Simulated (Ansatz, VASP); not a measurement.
One calculation of HCl, two programs

```xyz
12
Lattice="6.5061 0.0000 0.0000 0.0000 6.5061 0.0000 0.0000 0.0000 6.5061" Properties=species:S:1:pos:R:3 pbc="T T T"
Cl    7.1282    4.4192    3.8760
Cl    4.4568    3.6995    6.0707
Cl    2.7512    5.9983    1.7130
Cl    1.6363    1.5328    5.3795
Cl    4.7347    0.3243    4.4070
Cl   -0.0485    1.4694    1.7256
H     6.0190    4.1027    4.5266
H     4.2011    2.4286    5.9217
H     1.6885    6.7864    1.7787
H     1.4292    2.7220    4.8464
H     3.7560    0.0898    3.5442
H    -0.6128    1.0452    2.8443
```

Alike in both runs: functional PBE; k mesh 1 × 1 × 1; occupations fermi-dirac, width 0.02 eV; no spin polarisation.

Ansatz relaxed the structure, and its values are those at the end. VASP's run is a single point on that final structure, the one shown.

|  | VASP | Ansatz |
| --- | --- | --- |
| version | VASP 6.6.1 | Ansatz 0.2.0 |
| potentials or method | VASP PAW PBE potentials, release 64 (Cl, H_h), cutoff 1000 eV | scalar-relativistic, plane waves, PAW |
| valence electrons in the cell | 48 | 48 |

Ansatz gave:

```
rms of the force components (eV/Å) : 0.080
```

Problem. What did VASP give for the same quantities?

Solution. rms of the force components (eV/Å): 0.135.
